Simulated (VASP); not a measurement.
A run of VASP 6.6.1 is set up as follows.

INCAR

```
PREC     = Accurate       # precision mode
ENCUT    = 520            # plane-wave cutoff, eV
EDIFF    = 1E-6           # SCF threshold, eV
ISMEAR   = 0              # smearing method
SIGMA    = 0.05           # smearing width, eV
LREAL    = F              # projectors in reciprocal space
LASPH    = T              # aspherical terms in the spheres
NELM     = 80             # most SCF steps
ALGO     = Normal         # electronic algorithm
ISIF     = 2              # what is computed and relaxed
LWAVE    = F              # write WAVECAR
LCHARG   = F              # write CHGCAR
GGA      = PE             # functional
NBANDS   = 55             # bands
```

Contents of KPOINTS:

```
regular mesh
0
Gamma
  6 6 6
```

The input POSCAR:

```
In2O3
1.0
    2.7875465222      1.6093907350      4.5741389253
   -2.7875465222      1.6093907350      4.5741389253
    0.0000000000     -3.2187814699      4.5741389253
In O
4 6
Direct
    0.3572021370      0.3572021370      0.3572021370
    0.1427978630      0.1427978630      0.1427978630
    0.6427978630      0.6427978630      0.6427978630
    0.8572021370      0.8572021370      0.8572021370
    0.5465056545      0.9534943455      0.2500000000
    0.2500000000      0.5465056545      0.9534943455
    0.9534943455      0.2500000000      0.5465056545
    0.4534943455      0.0465056545      0.7500000000
    0.7500000000      0.4534943455      0.0465056545
    0.0465056545      0.7500000000      0.4534943455
```

Potentials or basis: VASP PAW PBE potentials, release 64 (In_d, O).

Command:

```console
$ cat potpaw_PBE.64/In_d/POTCAR potpaw_PBE.64/O/POTCAR > POTCAR
$ mpirun -np 1 vasp_std > vasp.out
```

Q: Predict the pressure.

A: 12.6 GPa.

Q: What does it give for the band gap on the k mesh?

A: 1.29 eV (least direct gap 1.45 eV).

Q: Estimate the largest force.

A: 0.911 eV/Å.

Forces on the atoms (eV/Å):
```
In   0.000  0.000  0.911
In   0.000  0.000 -0.911
In   0.000  0.000 -0.911
In   0.000  0.000  0.911
O    0.207  0.000  0.000
O   -0.103  0.179  0.000
O   -0.103 -0.179  0.000
O   -0.207  0.000  0.000
O    0.103 -0.179  0.000
O    0.103  0.179  0.000
```

Caveat: the cell differs from its parent crystal (engineering shear strain xy +0.0000, normal strain along z -0.0700); the cell stands under pressure; spin-orbit coupling is left out, which moves the levels of the heavy elements. A k mesh can miss the band edges.
